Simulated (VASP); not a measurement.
A run of VASP 6.6.1 is set up as follows.

Contents of INCAR:

```
ALGO = Normal
EDIFF = 1E-6
ENCUT = 520
GGA = PE
ISIF = 2
ISMEAR = 0
LASPH = True
LCHARG = False
LREAL = False
LWAVE = False
NBANDS = 28
NELM = 100
PREC = Accurate
SIGMA = 0.1
```

File KPOINTS:

```
k-points
0
Gamma
  14 14 14
```

Contents of POSCAR:

```
Y3S
1.0
   -2.2114366930      2.2114366930      5.3567980709
    2.2114366930     -2.2114366930      5.3567980709
    2.2114366930      2.2114366930     -5.3567980709
Y S
3 1
Direct
    0.5000000000      0.5000000000      0.0000000000
    0.2500000000      0.7500000000      0.5000000000
    0.7500000000      0.2500000000      0.5000000000
    0.0000000000      0.0000000000      0.0000000000
```

Potentials or basis: VASP PAW PBE potentials, release 64 (Y_sv, S).

Launch:

```bash
$ cat potpaw_PBE.64/Y_sv/POTCAR potpaw_PBE.64/S/POTCAR > POTCAR
$ mpirun -np 1 vasp_std > vasp.out
```

What does it give for the pressure?

-0.1 GPa.

What does it give for the band gap on the k mesh?

Zero (an odd number of electrons rules out a gap without spin polarisation).
